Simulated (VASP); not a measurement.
# W4C in VASP: a series of runs

The runs below take W4C through single point, relaxation of the atoms, with PBE.

Everything below comes from runs of VASP 6.6.1. Logs are shortened: lines on timing, memory, paths and dates and some standing lists are left out, and cuts for length are marked.

## 1. The cell of the first run

The cell holds a slab with vacuum, 5 atoms: a = 2.855 Å, b = 4.037 Å, c = 19.457 Å, α = 90.00°, β = 90.00°, γ = 90.00°.

## 2. Single point, PBE

INCAR reads:

```
SYSTEM = W4C
PREC     = Accurate       ! precision mode
ENCUT    = 520            ! plane-wave cutoff, eV
EDIFF    = 1E-6           ! SCF threshold, eV
ISMEAR   = 0              ! smearing method
SIGMA    = 0.1            ! smearing width, eV
LREAL    = .False.        ! projectors in reciprocal space
LASPH    = .True.         ! aspherical terms in the spheres
NELM     = 100            ! most SCF steps
ALGO     = Normal         ! electronic algorithm
ISIF     = 2              ! what is computed and relaxed
LWAVE    = .False.        ! write WAVECAR
LCHARG   = .True.         ! write CHGCAR
LDIPOL   = .True.       
IDIPOL   = 3            
DIPOL    = 0.5 0.5 0.343
GGA      = PE             ! functional
LELF     = .True.         ! ELF
LVHAR    = .True.       
LVACPOTAV= .True.       
NBANDS   = 38             ! bands
```

KPOINTS reads:

```
Automatic mesh
0
Gamma
  9 7 1
  0 0 0
```

POSCAR reads:

```
W4C
1.0
    2.8547213223      0.0000000000      0.0000000000
    0.0000000000      4.0371856107      0.0000000000
    0.0000000000      0.0000000000     19.4570327473
W C
4 1
Direct
    0.5000000000      0.5000000000      0.2055811928
    0.0000000000      0.0000000000      0.2789408195
    0.5000000000      0.5000000000      0.3513926690
    0.0000000000      0.0000000000      0.4089540708
    0.5000000000      0.1000000000      0.4722203536
```

Potentials or basis: VASP PAW PBE potentials, release 64 (W_sv, C).

Command:

```sh
cat potpaw_PBE.64/W_sv/POTCAR potpaw_PBE.64/C/POTCAR > POTCAR
mpirun -np 1 vasp_std > vasp.out
```

OUTCAR:

```text
SYSTEM = W4C
   PREC = Accurate
   ENCUT = 520
   EDIFF = 1E-6
   ISMEAR = 0
   LREAL = .False.
   LASPH = .True.
   NELM = 100
   ISIF = 2
   GGA = PE

 ion  position               nearest neighbor table
   1  0.500  0.500  0.206-   3 2.84   2 2.85   2 2.85   2 2.85   2 2.85
   2  0.000  0.000  0.279-   4 2.53   3 2.85   3 2.85   3 2.85   3 2.85   1 2.85   1 2.85   1 2.85
                             1 2.85
   3  0.500  0.500  0.351-   4 2.71   4 2.71   4 2.71   4 2.71   1 2.84   2 2.85   2 2.85   2 2.85
                             2 2.85
   4  0.000  0.000  0.409-   5 1.93   5 1.93   2 2.53   3 2.71   3 2.71   3 2.71   3 2.71
   5  0.500  0.100  0.472-   4 1.93   4 1.93

  LATTYP: Found a simple orthorhombic cell.
 ALAT       =     2.8547213223
 B/A-ratio  =     1.4142135623
 C/A-ratio  =     6.8157380531

  Lattice vectors:

 A1 = (   2.8547213223,   0.0000000000,   0.0000000000)
 A2 = (   0.0000000000,   4.0371856107,   0.0000000000)
 A3 = (   0.0000000000,   0.0000000000,  19.4570327473)

Analysis of symmetry for initial positions (statically):
=====================================================================
 Subroutine PRICEL returns:
 Original cell was already a primitive cell.

 Routine SETGRP: Setting up the symmetry group for a
 simple orthorhombic supercell.

 Subroutine GETGRP returns: Found  2 space group operations
 (whereof  2 operations were pure point group operations)
 out of a pool of  8 trial point group operations.

The static configuration has the point symmetry C_1h.

Analysis of symmetry for dynamics (positions and initial velocities):
=====================================================================
 Subroutine PRICEL returns:
 Original cell was already a primitive cell.

 Routine SETGRP: Setting up the symmetry group for a
 simple orthorhombic supercell.

 Subroutine GETGRP returns: Found  2 space group operations
 (whereof  2 operations were pure point group operations)
 out of a pool of  8 trial point group operations.

The dynamic configuration has the point symmetry C_1h.

 Subroutine INISYM returns: Found  2 space group operations
 (whereof  2 operations are pure point group operations),
 and found     1 'primitive' translations

----------------------------------------------------------------------------------------

                                     Primitive cell

  volume of cell :     224.2431

  direct lattice vectors                    reciprocal lattice vectors
     2.854721322  0.000000000  0.000000000     0.350296890  0.000000000  0.000000000
     0.000000000  4.037185611  0.000000000     0.000000000  0.247697306  0.000000000
     0.000000000  0.000000000 19.457032747     0.000000000  0.000000000  0.051395298

  length of vectors
     2.854721322  4.037185611 19.457032747     0.350296890  0.247697306  0.051395298

  position of ions in fractional coordinates (direct lattice)
     0.500000000  0.500000000  0.205581193
     0.000000000  0.000000000  0.278940820
     0.500000000  0.500000000  0.351392669
     0.000000000  0.000000000  0.408954071
     0.500000000  0.100000000  0.472220354

  ion indices of the primitive-cell ions
   primitive index   ion index
                 1           1
                 2           2
                 3           3
                 4           4
                 5           5

----------------------------------------------------------------------------------------

 KPOINTS: Automatic mesh

Automatic generation of k-mesh.
 Grid dimensions read from file:
 generate k-points for:    9    7    1

 Generating k-lattice:

  Cartesian coordinates                     Fractional coordinates (reciprocal lattice)
     0.038921877  0.000000000  0.000000000     0.111111111  0.000000000  0.000000000
     0.000000000  0.035385329  0.000000000     0.000000000  0.142857143  0.000000000
     0.000000000  0.000000000  0.051395298     0.000000000  0.000000000  1.000000000

  Length of vectors
     0.038921877  0.035385329  0.051395298

  Shift w.r.t. Gamma in fractional coordinates (k-lattice)
     0.000000000  0.000000000  0.000000000

 Subroutine IBZKPT returns following result:
 ===========================================

 Found     20 irreducible k-points:

 Following reciprocal coordinates:
            Coordinates               Weight
  0.000000  0.000000  0.000000      1.000000
  0.111111  0.000000  0.000000      2.000000
  0.222222  0.000000  0.000000      2.000000
  0.333333  0.000000  0.000000      2.000000
  0.444444  0.000000  0.000000      2.000000
  0.000000  0.142857  0.000000      2.000000
[... 12 lines left out ...]
  0.333333  0.428571  0.000000      4.000000
  0.444444  0.428571  0.000000      4.000000
   k-points           NKPTS =     20   k-points in BZ     NKDIM =     20   number of bands    NBANDS=     38
   number of dos      NEDOS =    301   number of ions     NIONS =      5
   total plane-waves  NPLWV = 108000
   dimension x,y,z NGX =    24 NGY =   30 NGZ =  150
   dimension x,y,z NGXF=    48 NGYF=   60 NGZF=  300
   ions per type =               4   1
   NGX,Y,Z   is equivalent  to a cutoff of  13.98, 12.35, 12.82 a.u.
   NGXF,Y,Z  is equivalent  to a cutoff of  27.95, 24.71, 25.63 a.u.
 SYSTEM =  W4C
   PREC   = accura    normal or accurate (medium, high low for compatibility)
   ISTART =      0    job   : 0-new  1-cont  2-samecut
   ICHARG =      2    charge: 1-file 2-atom 10-const
   ISPIN  =      1    spin polarized calculation?
   LNONCOLLINEAR =      F non collinear calculations
   LSORBIT =      F    spin-orbit coupling
   LASPH  =      T    aspherical Exc in radial PAW
   ENCUT  =  520.0 eV  38.22 Ry    6.18 a.u.   5.31  7.51 36.18*2*pi/ulx,y,z
   NELM   =    100;   NELMIN=  2; NELMDL= -5     # of ELM steps
   EDIFF  = 0.1E-05   stopping-criterion for ELM
   LREAL  =      F    real-space projection
   EDIFFG = 0.1E-04   stopping-criterion for IOM
   NSW    =      0    number of steps for IOM
   IBRION =     -1    ionic relax: 0-MD 1-quasi-New 2-CG
   NFREE  =      0    steps in history (QN), initial steepest desc. (CG)
   ISIF   =      2    stress and relaxation
   ISYM   =      2    0-nonsym 1-usesym 2-fastsym
   POTIM  = 0.5000    time-step for ionic-motion
   TEBEG  =    0.0;   TEEND  =   0.0 temperature during run
   PSTRESS=    0.0 pullay stress
   NELECT =      60.0000    total number of electrons
   NUPDOWN=      -1.0000    fix difference up-down
   EMIN   =  10.00;   EMAX   =-10.00  energy-range for DOS
   EFERMI =   0.00;   METHOD = LEGACY
   ISMEAR =     0;   SIGMA  =   0.10  broadening in eV -4-tet -1-fermi 0-gaus
   EFERMI_NEDOS =   21; number of points for ismear=-14 and -15
   IALGO  =     38    algorithm
   IMIX   =      4    mixing-type and parameters
     AMIX     =   0.40;   BMIX     =  1.00
     AMIX_MAG =   1.60;   BMIX_MAG =  1.00
  volume/ion in A,a.u.               =      44.85       302.65
  Fermi-wavevector in a.u.,A,eV,Ry     =   1.054918  1.993507 15.141284  1.112853
  Thomas-Fermi vector in A             =   2.190097
   LORBIT       =      0    0 simple, 1 ext, 2 COOP (PROOUT), +10 PAW based schemes
   GGA     = PE    functional components
   LHFCALC =     F    Hartree Fock is set to
   AEXX    =    0.0000 exact exchange contribution
   IVDW    =     0    specifies the selected vdW correction
   LEPSILON=     F    determine dielectric tensor
   LRPA    =     F    only Hartree local field effects (RPA)
 non-spin polarized calculation
 Gauss-broadening in eV      SIGMA  =   0.10
  energy-cutoff  :      520.00
  volume of cell :      224.24
 maximum number of plane-waves:      6071
 NGX is ok and might be reduce to    24
   NGX = 11   NGY = 15   NGZ = 73

 dipolmoment           0.000000      0.000000     -0.058004 electrons x Angstroem

 number of electron      59.9999989 magnetization

 dipolmoment           0.000000      0.000000      0.137461 electrons x Angstroem

 Free energy of the ion-electron system (eV)
  ---------------------------------------------------
  ext. energy  EPLUGINS =         0.00000000
  ---------------------------------------------------
  free energy    TOTEN  =       -52.77090721 eV

  energy without entropy =      -52.73203824  energy(sigma->0) =      -52.75147272

 E-fermi :  -0.2271     XC(G=0):  -5.3310

 val. band max:       -0.2353239736   @ k =   0.1111   0.1429   0.0000
 cond. band min:      -0.2102575150   @ k =   0.3333   0.0000   0.0000
 fundamental gap:      0.0250664586
 Fermi energy:        -0.2271353179

 k-point     1 :       0.0000    0.0000    0.0000
  band No.  band energies     occupation
      1     -74.1052      2.00000
      2     -73.9628      2.00000
      3     -73.8352      2.00000
      4     -73.4548      2.00000
      5     -38.6796      2.00000
      6     -38.5757      2.00000
[... 30 lines left out ...]
     37       2.8664      0.00000
     38       3.1203      0.00000

 k-point     2 :       0.1111    0.0000    0.0000
  band No.  band energies     occupation
      1     -74.1002      2.00000
      2     -73.9581      2.00000
      3     -73.8314      2.00000
      4     -73.4514      2.00000
      5     -38.6424      2.00000
      6     -38.5777      2.00000
[... 30 lines left out ...]
     37       2.4625      0.00000
     38       2.5281      0.00000

 k-point     3 :       0.2222    0.0000    0.0000
  band No.  band energies     occupation
      1     -74.0875      2.00000
      2     -73.9463      2.00000
      3     -73.8219      2.00000
      4     -73.4430      2.00000
      5     -38.5996      2.00000
      6     -38.5384      2.00000
[... 30 lines left out ...]
     37       2.6204      0.00000
     38       2.8314      0.00000

 k-point     4 :       0.3333    0.0000    0.0000
  band No.  band energies     occupation
      1     -74.0730      2.00000
      2     -73.9328      2.00000
      3     -73.8110      2.00000
      4     -73.4335      2.00000
      5     -38.6600      2.00000
      6     -38.5616      2.00000
[... 30 lines left out ...]
     37       3.4413      0.00000
     38       3.7426      0.00000
[... 539 lines left out ...]
      4     -73.4492      2.00000
      5     -38.6991      2.00000
      6     -38.6065      2.00000
[... 30 lines left out ...]
     37       2.3151      0.00000
     38       2.6558      0.00000

 k-point    19 :       0.3333    0.4286    0.0000
  band No.  band energies     occupation
      1     -74.0707      2.00000
      2     -73.9314      2.00000
      3     -73.8115      2.00000
      4     -73.4360      2.00000
      5     -38.6603      2.00000
      6     -38.6220      2.00000
[... 30 lines left out ...]
     37       2.4836      0.00000
     38       3.3574      0.00000

 k-point    20 :       0.4444    0.4286    0.0000
  band No.  band energies     occupation
      1     -74.0631      2.00000
      2     -73.9237      2.00000
      3     -73.8037      2.00000
      4     -73.4274      2.00000
      5     -38.7471      2.00000
      6     -38.7244      2.00000
[... 30 lines left out ...]
     37       2.8963      0.00000
     38       3.3677      0.00000

------------------------ aborting loop because EDIFF is reached ----------------------------------------

  FORCE on cell =-STRESS in cart. coord.  units (eV):
  Direction    XX          YY          ZZ          XY          YZ          ZX
  --------------------------------------------------------------------------------------
  -------------------------------------------------------------------------------------
  Total        4.1478726      1.9994557      3.8376813      0.0000000      0.7328645      0.0000000
  in kB       29.6358200     14.2857593     27.4195573      0.0000000      5.2361876      0.0000000
  external PRESSURE =      23.7803789 kB  Pullay stress =       0.0000000 kB

 VOLUME and BASIS-vectors are now :
 -----------------------------------------------------------------------------
  energy-cutoff  :      520.00
  volume of cell :      224.24
      direct lattice vectors                 reciprocal lattice vectors
     2.854721322  0.000000000  0.000000000     0.350296890  0.000000000  0.000000000
     0.000000000  4.037185611  0.000000000     0.000000000  0.247697306  0.000000000
     0.000000000  0.000000000 19.457032747     0.000000000  0.000000000  0.051395298

 POSITION                                       TOTAL-FORCE (eV/Angst)
 -----------------------------------------------------------------------------------
      1.42736      2.01859      4.00000         0.000000     -0.020288      2.111983
      0.00000      0.00000      5.42736         0.000000      0.184991     -4.261609
      1.42736      2.01859      6.83706         0.000000     -0.132964     -1.197842
      0.00000      0.00000      7.95703         0.000000     -0.820961      3.255420
      1.42736      0.40372      9.18801         0.000000      0.789222      0.092048
 -----------------------------------------------------------------------------------
    total drift:                                0.000000     -0.000044      0.000719

  FREE ENERGIE OF THE ION-ELECTRON SYSTEM (eV)
  ---------------------------------------------------
  free  energy   TOTEN  =       -52.7709072053 eV

  energy  without entropy=      -52.7320382420  energy(sigma->0) =      -52.75147272

 vacuum level on the upper side and lower side of the slab         6.099         3.941
```

Wall time 3.4 min (1 thread of Intel Xeon Platinum 8488C (Sapphire Rapids), shared host); peak memory 0.38 GiB.

What came out:

```
Free energy            : -52.7709 eV
Largest force          : 4.266 eV/Å
Band gap on the k mesh : zero (bands 30 and 31 overlap by 0.62 eV)
```

Forces on the atoms (eV/Å):
```
W    0.000 -0.020  2.112
W    0.000  0.185 -4.262
W    0.000 -0.133 -1.198
W    0.000 -0.821  3.255
C    0.000  0.789  0.092
```

Caveat: spin-orbit coupling is left out, which moves the levels of the heavy elements.

## 3. Single point, PBE

INCAR reads:

```
ALGO = Normal
DIPOL = 0.5 0.5 0.337
EDIFF = 1E-6
ENCUT = 520
GGA = PE
IDIPOL = 3
ISIF = 2
ISMEAR = 0
LASPH = True
LCHARG = True
LDIPOL = True
LELF = True
LREAL = False
LVACPOTAV = True
LVHAR = True
LWAVE = False
NBANDS = 38
NELM = 80
PREC = Accurate
SIGMA = 0.1
```

KPOINTS reads:

```
k-points
0
Gamma
  9 7 1
```

POSCAR, as its differences from that of step 2:

```diff
@@ -12,2 +12,2 @@
     0.0000000000      0.0000000000      0.4089540708
-    0.5000000000      0.1000000000      0.4722203536
+    0.1666666667      0.5000000000      0.4384300554
```

Potentials or basis: VASP PAW PBE potentials, release 64 (W_sv, C).

Command:

```sh
cat potpaw_PBE.64/W_sv/POTCAR potpaw_PBE.64/C/POTCAR > POTCAR
mpirun -np 1 vasp_std > vasp.out
```

Run time: 3.5 min. Hardware: 1 thread of Intel Xeon Platinum 8488C (Sapphire Rapids), shared host; peak memory 0.39 GiB.

It converged, with:

| Property | Result |
| --- | --- |
| Free energy | -53.8842 eV |
| Largest force | 3.348 eV/Å |
| Band gap on the k mesh | zero (bands 30 and 31 overlap by 0.47 eV) |

Forces on the atoms (eV/Å):
```
W   -0.181  0.000  1.869
W    0.558  0.000 -3.025
W    1.376  0.000 -2.216
W    0.594  0.000  3.295
C   -2.347  0.000  0.077
```

Levels at points of the mesh, in eV from the Fermi level:
```csv
k point,band 26,band 27,band 28,band 29,band 30,band 31,band 32,band 33,band 34,band 35
"(0.00, 0.00, 0.00)",-1.10,-1.09,-0.70,-0.34,-0.12,-0.09,0.67,0.84,1.15,1.79
```

Caveat: spin-orbit coupling is left out, which moves the levels of the heavy elements.

## 4. Single point, PBE

INCAR reads:

```
SYSTEM = W4C
PREC = Accurate ; ENCUT = 520
EDIFF = 1E-7 ; ISMEAR = 0
SIGMA = 0.1 ; LREAL = .FALSE.
LASPH = .TRUE. ; NELM = 100
ALGO = Normal ; ISIF = 2
LWAVE = .FALSE. ; LCHARG = .FALSE.
LDIPOL = .TRUE. ; IDIPOL = 3
DIPOL = 0.5 0.5 0.338 ; GGA = PE
NBANDS = 38
```

KPOINTS reads:

```
Automatic mesh
0
G
  9 7 1
  0 0 0
```

POSCAR, as its differences from that of step 3:

```diff
@@ -12,2 +12,2 @@
     0.0000000000      0.0000000000      0.4089540708
-    0.1666666667      0.5000000000      0.4384300554
+    0.5000000000      0.3000000000      0.4452113235
```

Command:

```sh
cat potpaw_PBE.64/W_sv/POTCAR potpaw_PBE.64/C/POTCAR > POTCAR
mpirun -np 1 vasp_std > vasp.out
```

It took 3.6 min on 1 thread of Intel Xeon Platinum 8488C (Sapphire Rapids), shared host; peak memory 0.38 GiB.

The run converged. Its results:

```
Free energy            : -53.7954 eV
Largest force          : 3.816 eV/Å
Band gap on the k mesh : zero (bands 30 and 31 overlap by 0.28 eV)
```

Forces in eV/Å, atoms in the order of the input:
```
W    0.000  0.209  1.452
W    0.000  0.793 -3.351
W    0.000  0.422 -1.809
W    0.000 -1.165  3.633
C    0.000 -0.259  0.075
```

Levels at points of the mesh, in eV from the Fermi level:
```
           k point  band 27  band 28  band 29  band 30  band 31  band 32  band 33  band 34
(0.00, 0.00, 0.00)    -1.54    -0.86    -0.21    -0.09     0.18     0.77     0.78     1.21
```

Caveat: spin-orbit coupling is left out, which moves the levels of the heavy elements.

(Continued in part 2 of 2.)

The gap in the log of VASP goes by the Fermi energy; the results here count the filled bands.